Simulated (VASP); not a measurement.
# B (Fd-3m) in VASP: electric field gradients with LDA

Aim: the electric field gradients of B with LDA.

All numbers are computed with VASP 6.6.1; they aren't measurements. Logs are shortened: lines on timing, memory, paths and dates and some standing lists are left out, and cuts for length are marked.

## 1. The cell of the first run

The structure is cubic, space group Fd-3m (No. 227). The conventional cell has a = 4.021 Å, b = 4.021 Å, c = 4.021 Å, α = 90.00°, β = 90.00°, γ = 90.00°. B (site symmetry -43m) has 4 B at 1.74 Å within 2.3 Å.

## 2. Electric field gradients, LDA

INCAR reads:

```
SYSTEM = B
PREC     = Accurate       ! precision mode
ENCUT    = 520            ! plane-wave cutoff, eV
EDIFF    = 1E-8           ! SCF threshold, eV
ISMEAR   = -1             ! smearing method
SIGMA    = 0.05           ! smearing width, eV
LREAL    = .FALSE.        ! projectors in reciprocal space
LASPH    = .TRUE.         ! aspherical terms in the spheres
NELM     = 100            ! most SCF steps
ALGO     = Normal         ! electronic algorithm
ISIF     = 2              ! what is computed and relaxed
LWAVE    = .FALSE.        ! write WAVECAR
LCHARG   = .FALSE.        ! write CHGCAR
GGA      = CA             ! functional
LEFG     = .TRUE.       
NBANDS   = 10             ! bands
```

KPOINTS reads:

```
Automatic mesh
0
G
  13 13 13
  0 0 0
```

POSCAR reads:

```
B
1.0
    0.0000000000      2.0103628793      2.0103628793
    2.0103628793      0.0000000000      2.0103628793
    2.0103628793      2.0103628793      0.0000000000
B
2
Direct
   -0.1250000000     -0.1250000000     -0.1250000000
    0.1250000000      0.1250000000      0.1250000000
```

Potentials or basis: VASP PAW LDA potentials, release 64 (B).

Started as:

```bash
$ cat potpaw_LDA.64/B/POTCAR > POTCAR
$ mpirun -np 1 vasp_std > vasp.out
```

OUTCAR:

```text
SYSTEM = B
   PREC = Accurate
   ENCUT = 520
   EDIFF = 1E-8
   ISMEAR = -1
   LREAL = .FALSE.
   LASPH = .TRUE.
   NELM = 100
   ISIF = 2
   GGA = CA

 ion  position               nearest neighbor table
   1  0.875  0.875  0.875-   2 1.74   2 1.74   2 1.74   2 1.74
   2  0.125  0.125  0.125-   1 1.74   1 1.74   1 1.74   1 1.74

  LATTYP: Found a face centered cubic cell.
 ALAT       =     4.0207257586

  Lattice vectors:

 A1 = (   0.0000000000,   2.0103628793,   2.0103628793)
 A2 = (   2.0103628793,   0.0000000000,   2.0103628793)
 A3 = (   2.0103628793,   2.0103628793,   0.0000000000)

Analysis of symmetry for initial positions (statically):
=====================================================================
 Subroutine PRICEL returns:
 Original cell was already a primitive cell.

 Routine SETGRP: Setting up the symmetry group for a
 face centered cubic supercell.

 Subroutine GETGRP returns: Found 48 space group operations
 (whereof 12 operations were pure point group operations)
 out of a pool of 48 trial point group operations.

The static configuration has the point symmetry D_3d.
 The point group associated with its full space group is O_h .

Analysis of symmetry for dynamics (positions and initial velocities):
=====================================================================
 Subroutine PRICEL returns:
 Original cell was already a primitive cell.

 Routine SETGRP: Setting up the symmetry group for a
 face centered cubic supercell.

 Subroutine GETGRP returns: Found 48 space group operations
 (whereof 12 operations were pure point group operations)
 out of a pool of 48 trial point group operations.

The dynamic configuration has the point symmetry D_3d.
 The point group associated with its full space group is O_h .

 Subroutine INISYM returns: Found 48 space group operations
 (whereof 12 operations are pure point group operations),
 and found     1 'primitive' translations

----------------------------------------------------------------------------------------

                                     Primitive cell

  volume of cell :      16.2500

  direct lattice vectors                    reciprocal lattice vectors
     0.000000000  2.010362879  2.010362879    -0.248711317  0.248711317  0.248711317
[... 128 lines left out ...]
  ext. energy  EPLUGINS =         0.00000000
  ---------------------------------------------------
  free energy    TOTEN  =       -12.92903531 eV

  energy without entropy =      -12.92200940  energy(sigma->0) =      -12.92552236

 E-fermi :   4.0079     XC(G=0): -11.4037

 val. band max:        3.9908381901   @ k =   0.4615   0.2308   0.0000
 cond. band min:       4.0182479425   @ k =  -0.4615   0.1538   0.0000
 fundamental gap:      0.0274097524
 Fermi energy:         4.0078985304

 k-point     1 :       0.0000    0.0000    0.0000
  band No.  band energies     occupation
      1      -8.8918      2.00000
      2       8.0750      0.00000
      3       8.0750      0.00000
      4       8.0750      0.00000
      5      12.2591      0.00000
      6      12.2591      0.00000
      7      12.2591      0.00000
      8      21.0883      0.00000
      9      23.0108      0.00000
     10      27.3777      0.00000
[... 287 lines left out ...]
 k-point    24 :       0.4615    0.1538    0.0000
  band No.  band energies     occupation
      1      -4.8438      2.00000
      2      -1.0548      2.00000
      3       4.4781      0.00016
      4       4.7224      0.00000
      5      13.2379      0.00000
      6      16.3158      0.00000
      7      17.4227      0.00000
      8      19.1157      0.00000
      9      23.9432      0.00000
     10      27.1651      0.00000

 [... further k-points ...]
[... 5 lines left out ...]
  --------------------------------------------------------------------------------------
  -------------------------------------------------------------------------------------
  Total       -0.2290795     -0.2290795     -0.2290795     -0.0000000     -0.0000000      0.0000000
  in kB      -22.5862149    -22.5862149    -22.5862149     -0.0000000     -0.0000000      0.0000000
  external PRESSURE =     -22.5862149 kB  Pullay stress =       0.0000000 kB

 VOLUME and BASIS-vectors are now :
 -----------------------------------------------------------------------------
  energy-cutoff  :      520.00
  volume of cell :       16.25
      direct lattice vectors                 reciprocal lattice vectors
     0.000000000  2.010362879  2.010362879    -0.248711317  0.248711317  0.248711317
     2.010362879  0.000000000  2.010362879     0.248711317 -0.248711317  0.248711317
     2.010362879  2.010362879  0.000000000     0.248711317  0.248711317 -0.248711317

 POSITION                                       TOTAL-FORCE (eV/Angst)
 -----------------------------------------------------------------------------------
      3.51814      3.51814      3.51814         0.000000     -0.000000      0.000000
      0.50259      0.50259      0.50259        -0.000000      0.000000     -0.000000
 -----------------------------------------------------------------------------------
    total drift:                                0.000000      0.000000      0.000000

  FREE ENERGIE OF THE ION-ELECTRON SYSTEM (eV)
  ---------------------------------------------------
  free  energy   TOTEN  =       -12.9290353144 eV

  energy  without entropy=      -12.9220094036  energy(sigma->0) =      -12.92552236

 Electric field gradients (V/A^2)
---------------------------------------------------------------------
 ion       V_xx      V_yy      V_zz      V_xy      V_xz      V_yz
---------------------------------------------------------------------
   1      -0.000     0.000    -0.000    -0.000    -0.000    -0.000
   2       0.000    -0.000    -0.000    -0.000    -0.000    -0.000
---------------------------------------------------------------------

 Electric field gradients after diagonalization (V/A^2)
 (convention: |V_zz| > |V_xx| > |V_yy|)
----------------------------------------------------------------------
 ion       V_xx      V_yy      V_zz     asymmetry (V_yy - V_xx)/ V_zz
----------------------------------------------------------------------
   1       0.000     0.000    -0.000       0.000
   2       0.000     0.000    -0.000       0.000
----------------------------------------------------------------------

           NMR quadrupolar parameters

 Cq : quadrupolar parameter    Cq=e*Q*V_zz/h
 eta: asymmetry parameters     (V_yy - V_xx)/ V_zz
 Q  : nuclear electric quadrupole moment in mb (millibarn)
----------------------------------------------------------------------
 ion       Cq(MHz)       eta       Q (mb)
----------------------------------------------------------------------
   1      -0.000       0.000       1.000
   2      -0.000       0.000       1.000
----------------------------------------------------------------------
```

It took 6.6 s on 1 thread of Intel Xeon 6975P-C, shared host; peak memory 0.13 GiB.

Results:

```yaml
Free_energy: -12.9290 eV
Pressure: -2.3 GPa
Band_gap_on_the_k_mesh: zero (band 3 reaches 8.07 eV, above the bottom of band 4 at 1.35 eV)
```

Caveat: without QUAD_EFG the Cq values of the log hold for a quadrupole moment of 1 mb, not for the nuclei.
